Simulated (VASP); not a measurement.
# Si (P6_3/mmc) in VASP: notebook, part 2 of 2

VASP 6.6.1.

## 4. Relaxation of shape and atoms at fixed volume, r2SCAN (22.18 Å³/atom)

This run uses another cell than the first one, of 22.18 Å³/atom.

File POSCAR:

```
Si
1.0
    3.9573267397      0.0000000000      0.0000000000
   -1.9786633699      3.4271454877      0.0000000000
    0.0000000000      0.0000000000      6.5408320718
Si
4
Direct
    0.3333333333      0.6666666667      0.0628884887
    0.6666666667      0.3333333333      0.5628884887
    0.3333333333      0.6666666667      0.4371115113
    0.6666666667      0.3333333333      0.9371115113
```

File INCAR.step1:

```
PREC     = Accurate       # precision mode
ENCUT    = 600            # plane-wave cutoff, eV
ISMEAR   = 0              # smearing method
SIGMA    = 0.02           # smearing width, eV
LREAL    = False          # projectors in reciprocal space
LASPH    = True           # aspherical terms in the spheres
NELM     = 100            # most SCF steps
GGA      = PE             # functional
ALGO     = Normal         # electronic algorithm
EDIFF    = 1E-4           # SCF threshold, eV
LWAVE    = True           # write WAVECAR
LCHARG   = False          # write CHGCAR
```

File INCAR.step2:

```
PREC     = Accurate       # precision mode
ENCUT    = 600            # plane-wave cutoff, eV
EDIFF    = 1E-7           # SCF threshold, eV
ISMEAR   = 0              # smearing method
SIGMA    = 0.02           # smearing width, eV
LREAL    = False          # projectors in reciprocal space
LASPH    = True           # aspherical terms in the spheres
NELM     = 100            # most SCF steps
ALGO     = Normal         # electronic algorithm
ISIF     = 4              # what is computed and relaxed
LWAVE    = False          # write WAVECAR
LCHARG   = False          # write CHGCAR
METAGGA  = R2SCAN         # meta-GGA
LMIXTAU  = True         
IBRION   = 2              # ionic algorithm
NSW      = 50             # ionic steps
EDIFFG   = -0.01          # ionic threshold
ISTART   = 1
```

File KPOINTS:

```
Automatic mesh
0
Gamma
  12 12 6
```

Potentials or basis: VASP PAW PBE potentials, release 64 (Si).

Launch:

```
> cat potpaw_PBE.64/Si/POTCAR > POTCAR
> cp INCAR.step1 INCAR
> mpirun -np 1 vasp_std > vasp.out
> cp INCAR.step2 INCAR
> mpirun -np 1 vasp_std > vasp.out
```

OUTCAR:

```text
PREC = Accurate
   ENCUT = 600
   EDIFF = 1E-7
   ISMEAR = 0
   LREAL = False
   LASPH = True
   NELM = 100
   ISIF = 4
   METAGGA = R2SCAN
   IBRION = 2
   NSW = 50
   EDIFFG = -0.01
   ISTART = 1

 ion  position               nearest neighbor table
   1  0.333  0.667  0.063-   4 2.43   4 2.43   4 2.43   3 2.45
   2  0.667  0.333  0.563-   3 2.43   3 2.43   3 2.43   4 2.45
   3  0.333  0.667  0.437-   2 2.43   2 2.43   2 2.43   1 2.45
   4  0.667  0.333  0.937-   1 2.43   1 2.43   1 2.43   2 2.45

  LATTYP: Found a hexagonal cell.
 ALAT       =     3.9573267397
[... 612 lines left out ...]
  -------------------------------------------------------------------------------------
  Total       -4.2498291     -4.2498291     -4.2920204      0.0000000     -0.0000000      0.0000000
  in kB      -76.7564008    -76.7564008    -77.5184203      0.0000000     -0.0000000      0.0000000
  external PRESSURE =     -77.0104073 kB  Pullay stress =       0.0000000 kB

 VOLUME and BASIS-vectors are now :
 -----------------------------------------------------------------------------
  energy-cutoff  :      600.00
  volume of cell :       88.71
      direct lattice vectors                 reciprocal lattice vectors
     3.956937948  0.000000000  0.000000000     0.252720668  0.145908346  0.000000000
    -1.978468974  3.426808784 -0.000000000    -0.000000000  0.291816691  0.000000000
     0.000000000 -0.000000000  6.542117485    -0.000000000  0.000000000  0.152855708

 POSITION                                       TOTAL-FORCE (eV/Angst)
 -----------------------------------------------------------------------------------
     -0.00000      2.28454      0.41040        -0.000000     -0.000000      0.003515
      1.97847      1.14227      3.68146         0.000000     -0.000000      0.003515
     -0.00000      2.28454      2.86066        -0.000000      0.000000     -0.003515
      1.97847      1.14227      6.13172         0.000000      0.000000     -0.003515
 -----------------------------------------------------------------------------------
    total drift:                               -0.000000      0.000000     -0.000000

  FREE ENERGIE OF THE ION-ELECTRON SYSTEM (eV)
  ---------------------------------------------------
  free  energy   TOTEN  =       -34.8317722197 eV

  energy  without entropy=      -34.8317722197  energy(sigma->0) =      -34.83177222

 reached required accuracy - stopping structural energy minimisation
```

Run time: 2.9 min. Hardware: 1 thread of Intel Xeon 6975P-C (Granite Rapids), shared host; peak memory 0.27 GiB.

Results:

```yaml
Free_energy: -34.8318 eV
Energy_gained_by_relaxing: 0.0 meV/atom
Ionic_steps: 2
Pressure_after_relaxing: -7.7 GPa
Largest_force_after_relaxing: 0.004 eV/Å
Band_gap_on_the_k_mesh: 0.80 eV (least direct gap 1.09 eV)
```

Forces on the atoms (eV/Å):
```
Si   0.000  0.000  0.004
Si   0.000  0.000  0.004
Si   0.000  0.000 -0.004
Si   0.000  0.000 -0.004
```

Final structure:
```xyz
4
Lattice="3.9569 0.0000 0.0000 -1.9785 3.4268 0.0000 0.0000 0.0000 6.5421" Properties=species:S:1:pos:R:3 pbc="T T T"
Si    0.0000    2.2845    0.4104
Si    1.9785    1.1423    3.6815
Si    0.0000    2.2845    2.8607
Si    1.9785    1.1423    6.1317
```

Caveat: the PAW data sets were made with another functional, which shifts forces and pressure a little. A k mesh can miss the band edges.

## 5. Summary

| task | cell | k mesh | cutoff (eV) | gap on the mesh (eV) | pressure (GPa) |
| --- | --- | --- | --- | --- | --- |
| single point | a = 4.004, b = 4.004, c = 6.269 Å, angles 90.0, 90.0, 120.0°, 4 atoms, atomic positions A | 12 × 12 × 4 | 520 | 0.55 | -6.3 |
| relaxation of shape and atoms at fixed volume | relaxed from a = 3.870, b = 3.870, c = 6.405 Å, angles 90.0, 90.0, 120.0°, 4 atoms, atomic positions B | 12 × 12 × 6 | 600 | 0.68 | -2.9 |
| relaxation of shape and atoms at fixed volume | relaxed from a = 3.957, b = 3.957, c = 6.541 Å, angles 90.0, 90.0, 120.0°, 4 atoms, atomic positions C | 12 × 12 × 6 | 600 | 0.80 | -7.7 |

Alike in all rows: level r2SCAN; potentials or basis VASP PAW PBE potentials, release 64 (Si); no spin polarisation; smearing gaussian 0.02 eV.

Caveats: the PAW data sets were made with another functional, which shifts forces and pressure a little; semilocal functionals underestimate gaps, and a narrow one can read as zero (at least some runs); the stress differs along the axes, from -9 to -0 GPa (at least some runs).

Absolute energies hang on the potentials; compare differences alone.
